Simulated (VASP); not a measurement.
# TiO2 (Cmmm) in VASP: further runs

Runs on TiO2. Level: PBE. Tasks: single point.

All numbers are computed with VASP 6.6.1; they aren't measurements. Logs are shortened: lines on timing, memory, paths and dates and some standing lists are left out, and cuts for length are marked.

**1. The cell of the first run**

Symmetry: Cmmm, No. 65, orthorhombic system. Conventional cell: a = 6.509 Å, b = 6.624 Å, c = 2.964 Å, α = 90.00°, β = 90.00°, γ = 90.00°. Ti (site symmetry mmm) has 6 O at 1.95 to 2.02 Å within 2.6 Å. Ti (site symmetry mmm) has 6 O at 1.97 to 1.99 Å within 2.6 Å. Within 2.6 Å of O (site symmetry m2m) lie 3 Ti at 1.97 to 2.02 Å and 1 O at 2.58 Å. O (site symmetry 2mm) has 3 Ti at 1.95 to 1.99 Å and 1 O at 2.54 Å within 2.6 Å.

**2. Single point, PBE (strain +0.0175 x Voigt [0, 0, 0, 0, 0, 1])**

INCAR

```
PREC = Accurate ; ENCUT = 520
EDIFF = 1E-7 ; ISMEAR = 0
SIGMA = 0.05 ; LREAL = F
LASPH = T ; NELM = 100
ALGO = Normal ; ISIF = 2
LWAVE = F ; LCHARG = F
GGA = PE ; NBANDS = 33
```

KPOINTS

```
regular mesh
0
Gamma
  6 6 10
```

POSCAR

```
TiO2
1.0
    4.6430645122      0.0406268145      0.0000000000
    0.0406268145      4.6430645122      0.0000000000
    0.0000000000      0.0000000000      2.9640243990
Ti O
2 4
Direct
    0.0000000000      0.0000000000      0.0000000000
    0.5000000000      0.5000000000      0.5000000000
    0.3051105247      0.3051105247      0.0000000000
    0.1948894753      0.8051105247      0.5000000000
    0.6948894753      0.6948894753      0.0000000000
    0.8051105247      0.1948894753      0.5000000000
```

Potentials or basis: VASP PAW PBE potentials, release 64 (Ti_sv, O).

Command:

```bash
$ cat potpaw_PBE.64/Ti_sv/POTCAR potpaw_PBE.64/O/POTCAR > POTCAR
$ mpirun -np 1 vasp_std > vasp.out
```

OUTCAR:

```text
PREC = Accurate
   ENCUT = 520
   EDIFF = 1E-7
   ISMEAR = 0
   LREAL = F
   LASPH = T
   NELM = 100
   ISIF = 2
   GGA = PE

 ion  position               nearest neighbor table
   1  0.000  0.000  0.000-   4 1.95   6 1.95   4 1.95   6 1.95   5 2.02   3 2.02
   2  0.500  0.500  0.500-   3 1.97   5 1.97   3 1.97   5 1.97   4 1.99   6 1.99
   3  0.305  0.305  0.000-   2 1.97   2 1.97   1 2.02
   4  0.195  0.805  0.500-   1 1.95   1 1.95   2 1.99
   5  0.695  0.695  0.000-   2 1.97   2 1.97   1 2.02
   6  0.805  0.195  0.500-   1 1.95   1 1.95   2 1.99

  LATTYP: Found a base centered orthorhombic cell.
 ALAT       =     6.5088298121
 B/A-ratio  =     1.0176544767
 C/A-ratio  =     0.4553851437

  Lattice vectors:

 A1 = (  -0.0406268145,  -4.6430645122,   0.0000000000)
 A2 = (   4.6430645122,   0.0406268145,   0.0000000000)
 A3 = (   0.0000000000,   0.0000000000,   2.9640243990)

Analysis of symmetry for initial positions (statically):
=====================================================================
 Subroutine PRICEL returns:
 Original cell was already a primitive cell.

 Routine SETGRP: Setting up the symmetry group for a
 base centered orthorhombic supercell.

 Subroutine GETGRP returns: Found  8 space group operations
 (whereof  8 operations were pure point group operations)
 out of a pool of  8 trial point group operations.

The static configuration has the point symmetry D_2h.

Analysis of symmetry for dynamics (positions and initial velocities):
=====================================================================
 Subroutine PRICEL returns:
 Original cell was already a primitive cell.

 Routine SETGRP: Setting up the symmetry group for a
 base centered orthorhombic supercell.

 Subroutine GETGRP returns: Found  8 space group operations
 (whereof  8 operations were pure point group operations)
 out of a pool of  8 trial point group operations.

The dynamic configuration has the point symmetry D_2h.

 Subroutine INISYM returns: Found  8 space group operations
 (whereof  8 operations are pure point group operations),
 and found     1 'primitive' translations

----------------------------------------------------------------------------------------

                                     Primitive cell

  volume of cell :      63.8937

  direct lattice vectors                    reciprocal lattice vectors
     4.643064512  0.040626814  0.000000000     0.215391487 -0.001884676  0.000000000
     0.040626814  4.643064512  0.000000000    -0.001884676  0.215391487  0.000000000
     0.000000000  0.000000000  2.964024399     0.000000000  0.000000000  0.337379139

  length of vectors
     4.643242251  4.643242251  2.964024399     0.215399732  0.215399732  0.337379139

  position of ions in fractional coordinates (direct lattice)
     0.000000000  0.000000000  0.000000000
     0.500000000  0.500000000  0.500000000
     0.305110525  0.305110525  0.000000000
     0.194889475  0.805110525  0.500000000
     0.694889475  0.694889475  0.000000000
     0.805110525  0.194889475  0.500000000

  ion indices of the primitive-cell ions
   primitive index   ion index
                 1           1
                 2           2
                 3           3
                 4           4
                 5           5
                 6           6

----------------------------------------------------------------------------------------

 KPOINTS: regular mesh

Automatic generation of k-mesh.
 Grid dimensions read from file:
 generate k-points for:    6    6   10

 Generating k-lattice:

  Cartesian coordinates                     Fractional coordinates (reciprocal lattice)
     0.035898581 -0.000314113  0.000000000     0.166666667 -0.000000000  0.000000000
    -0.000314113  0.035898581  0.000000000    -0.000000000  0.166666667  0.000000000
     0.000000000  0.000000000  0.033737914     0.000000000  0.000000000  0.100000000

  Length of vectors
     0.035899955  0.035899955  0.033737914

  Shift w.r.t. Gamma in fractional coordinates (k-lattice)
     0.000000000  0.000000000  0.000000000

 Subroutine IBZKPT returns following result:
 ===========================================

 Found     78 irreducible k-points:

 Following reciprocal coordinates:
            Coordinates               Weight
  0.000000  0.000000  0.000000      1.000000
  0.166667 -0.000000  0.000000      4.000000
  0.333333  0.000000  0.000000      4.000000
  0.500000  0.000000  0.000000      2.000000
  0.166667  0.166667  0.000000      2.000000
  0.333333  0.166667  0.000000      4.000000
[... 16 lines left out ...]
  0.333333  0.333333  0.100000      4.000000
  0.500000  0.333333  0.100000      8.000000
 [... further k-points ...]
   k-points           NKPTS =     78   k-points in BZ     NKDIM =     78   number of bands    NBANDS=     33
   number of dos      NEDOS =    301   number of ions     NIONS =      6
   total plane-waves  NPLWV =  31104
   dimension x,y,z NGX =    36 NGY =   36 NGZ =   24
   dimension x,y,z NGXF=    72 NGYF=   72 NGZF=   48
   ions per type =               2   4
   NGX,Y,Z   is equivalent  to a cutoff of  12.89, 12.89, 13.46 a.u.
   NGXF,Y,Z  is equivalent  to a cutoff of  25.78, 25.78, 26.92 a.u.
 SYSTEM =  unknown system
   PREC   = accura    normal or accurate (medium, high low for compatibility)
   ISTART =      0    job   : 0-new  1-cont  2-samecut
   ICHARG =      2    charge: 1-file 2-atom 10-const
   ISPIN  =      1    spin polarized calculation?
   LNONCOLLINEAR =      F non collinear calculations
   LSORBIT =      F    spin-orbit coupling
   LASPH  =      T    aspherical Exc in radial PAW
   ENCUT  =  520.0 eV  38.22 Ry    6.18 a.u.   8.63  8.63  5.51*2*pi/ulx,y,z
   NELM   =    100;   NELMIN=  2; NELMDL= -5     # of ELM steps
   EDIFF  = 0.1E-06   stopping-criterion for ELM
   LREAL  =      F    real-space projection
   EDIFFG = 0.1E-05   stopping-criterion for IOM
   NSW    =      0    number of steps for IOM
   IBRION =     -1    ionic relax: 0-MD 1-quasi-New 2-CG
   NFREE  =      0    steps in history (QN), initial steepest desc. (CG)
   ISIF   =      2    stress and relaxation
   ISYM   =      2    0-nonsym 1-usesym 2-fastsym
   POTIM  = 0.5000    time-step for ionic-motion
   TEBEG  =    0.0;   TEEND  =   0.0 temperature during run
   PSTRESS=    0.0 pullay stress
   NELECT =      48.0000    total number of electrons
   NUPDOWN=      -1.0000    fix difference up-down
   EMIN   =  10.00;   EMAX   =-10.00  energy-range for DOS
   EFERMI =   0.00;   METHOD = LEGACY
   ISMEAR =     0;   SIGMA  =   0.05  broadening in eV -4-tet -1-fermi 0-gaus
   EFERMI_NEDOS =   21; number of points for ismear=-14 and -15
   IALGO  =     38    algorithm
   IMIX   =      4    mixing-type and parameters
     AMIX     =   0.40;   BMIX     =  1.00
     AMIX_MAG =   1.60;   BMIX_MAG =  1.00
  volume/ion in A,a.u.               =      10.65        71.86
  Fermi-wavevector in a.u.,A,eV,Ry     =   1.488227  2.812342 30.134461  2.214820
  Thomas-Fermi vector in A             =   2.601289
   LORBIT       =      0    0 simple, 1 ext, 2 COOP (PROOUT), +10 PAW based schemes
   GGA     = PE    functional components
   LHFCALC =     F    Hartree Fock is set to
   AEXX    =    0.0000 exact exchange contribution
   IVDW    =     0    specifies the selected vdW correction
   LEPSILON=     F    determine dielectric tensor
   LRPA    =     F    only Hartree local field effects (RPA)
 non-spin polarized calculation
 Gauss-broadening in eV      SIGMA  =   0.05
  energy-cutoff  :      520.00
  volume of cell :       63.89
 maximum number of plane-waves:      1740
 NGX is ok and might be reduce to    36
   NGX = 17   NGY = 17   NGZ = 11

 number of electron      48.0000024 magnetization

 Free energy of the ion-electron system (eV)
  ---------------------------------------------------
  ext. energy  EPLUGINS =         0.00000000
  ---------------------------------------------------
  free energy    TOTEN  =       -53.66315560 eV

  energy without entropy =      -53.66315560  energy(sigma->0) =      -53.66315560

 E-fermi :   4.8698     XC(G=0): -11.2852

 val. band max:        4.5785833267   @ k =   0.0000   0.0000   0.0000
 cond. band min:       6.4131836895   @ k =   0.0000   0.0000   0.0000
 fundamental gap:      1.8346003628
 Fermi energy:         4.8698118058

 k-point     1 :       0.0000    0.0000    0.0000
  band No.  band energies     occupation
      1     -52.4098      2.00000
      2     -52.3382      2.00000
      3     -28.7049      2.00000
      4     -28.6421      2.00000
      5     -28.5159      2.00000
      6     -28.5117      2.00000
[... 25 lines left out ...]
     32      10.9882      0.00000
     33      11.1111      0.00000

 k-point     2 :       0.1667   -0.0000    0.0000
  band No.  band energies     occupation
      1     -52.4096      2.00000
      2     -52.3384      2.00000
      3     -28.6975      2.00000
      4     -28.6341      2.00000
      5     -28.5248      2.00000
      6     -28.5200      2.00000
[... 25 lines left out ...]
     32      10.9155      0.00000
     33      11.0293      0.00000

 k-point     3 :       0.3333    0.0000    0.0000
  band No.  band energies     occupation
      1     -52.4092      2.00000
      2     -52.3388      2.00000
      3     -28.6800      2.00000
      4     -28.6119      2.00000
      5     -28.5487      2.00000
      6     -28.5392      2.00000
[... 25 lines left out ...]
     32      10.7609      0.00000
     33      10.8564      0.00000

 k-point     4 :       0.5000    0.0000    0.0000
  band No.  band energies     occupation
      1     -52.4090      2.00000
      2     -52.3389      2.00000
      3     -28.6692      2.00000
      4     -28.5842      2.00000
      5     -28.5772      2.00000
      6     -28.5510      2.00000
[... 25 lines left out ...]
     32      10.5383      0.00000
     33      10.6838      0.00000

 k-point     5 :       0.1667    0.1667    0.0000
  band No.  band energies     occupation
      1     -52.4094      2.00000
      2     -52.3385      2.00000
      3     -28.7071      2.00000
      4     -28.6091      2.00000
      5     -28.5508      2.00000
      6     -28.5106      2.00000
[... 604 lines left out ...]
 k-point    22 :      -0.1667    0.1667    0.1000
  band No.  band energies     occupation
      1     -52.4056      2.00000
      2     -52.3349      2.00000
      3     -28.6689      2.00000
      4     -28.6361      2.00000
      5     -28.5564      2.00000
      6     -28.5231      2.00000
[... 25 lines left out ...]
     32      10.5948      0.00000
     33      10.8386      0.00000

 k-point    23 :       0.3333    0.3333    0.1000
  band No.  band energies     occupation
      1     -52.4053      2.00000
      2     -52.3352      2.00000
      3     -28.6998      2.00000
      4     -28.6135      2.00000
      5     -28.5441      2.00000
      6     -28.5347      2.00000
[... 25 lines left out ...]
     32      10.4452      0.00000
     33      10.8575      0.00000

 k-point    24 :       0.5000    0.3333    0.1000
  band No.  band energies     occupation
      1     -52.4052      2.00000
      2     -52.3353      2.00000
      3     -28.6934      2.00000
      4     -28.6356      2.00000
      5     -28.5436      2.00000
      6     -28.5146      2.00000
[... 25 lines left out ...]
     32      10.3451      0.00000
     33      10.7881      0.00000

 [... further k-points ...]
[... 5 lines left out ...]
  --------------------------------------------------------------------------------------
  -------------------------------------------------------------------------------------
  Total        0.2640645      0.2640645      0.3721371     -1.4912340      0.0000000      0.0000000
  in kB        6.6215959      6.6215959      9.3315880    -37.3936995      0.0000000      0.0000000
  external PRESSURE =       7.5249266 kB  Pullay stress =       0.0000000 kB

 VOLUME and BASIS-vectors are now :
 -----------------------------------------------------------------------------
  energy-cutoff  :      520.00
  volume of cell :       63.89
      direct lattice vectors                 reciprocal lattice vectors
     4.643064512  0.040626814  0.000000000     0.215391487 -0.001884676  0.000000000
     0.040626814  4.643064512  0.000000000    -0.001884676  0.215391487  0.000000000
     0.000000000  0.000000000  2.964024399     0.000000000  0.000000000  0.337379139

 POSITION                                       TOTAL-FORCE (eV/Angst)
 -----------------------------------------------------------------------------------
      0.00000      0.00000      0.00000        -0.000000      0.000000      0.000000
      2.34185      2.34185      1.48201        -0.000000      0.000000      0.000000
      1.42904      1.42904      0.00000        -0.026229     -0.026229      0.000000
      0.93759      3.74610      1.48201         0.004606     -0.004606      0.000000
      3.25465      3.25465      0.00000         0.026229      0.026229      0.000000
      3.74610      0.93759      1.48201        -0.004606      0.004606      0.000000
 -----------------------------------------------------------------------------------
    total drift:                                0.000000      0.000000     -0.000000

  FREE ENERGIE OF THE ION-ELECTRON SYSTEM (eV)
  ---------------------------------------------------
  free  energy   TOTEN  =       -53.6631556045 eV

  energy  without entropy=      -53.6631556045  energy(sigma->0) =      -53.66315560
```

Run time: 5.2 min. Hardware: 1 thread of Intel Xeon 8259CL, shared host; peak memory 0.26 GiB.

What came out:

```yaml
Free_energy: -53.6632 eV
Pressure: 0.8 GPa
Largest_force: 0.037 eV/Å
Band_gap_on_the_k_mesh: 1.83 eV
```

Forces in eV/Å, atoms in the order of the input:
```
Ti   0.000  0.000  0.000
Ti   0.000  0.000  0.000
O   -0.026 -0.026  0.000
O    0.005 -0.005  0.000
O    0.026  0.026  0.000
O   -0.005  0.005  0.000
```

Caveat: the cell differs from its parent crystal (strain +0.0175 x Voigt [0, 0, 0, 0, 0, 1]).

(Part 1 of 2 ends here.)
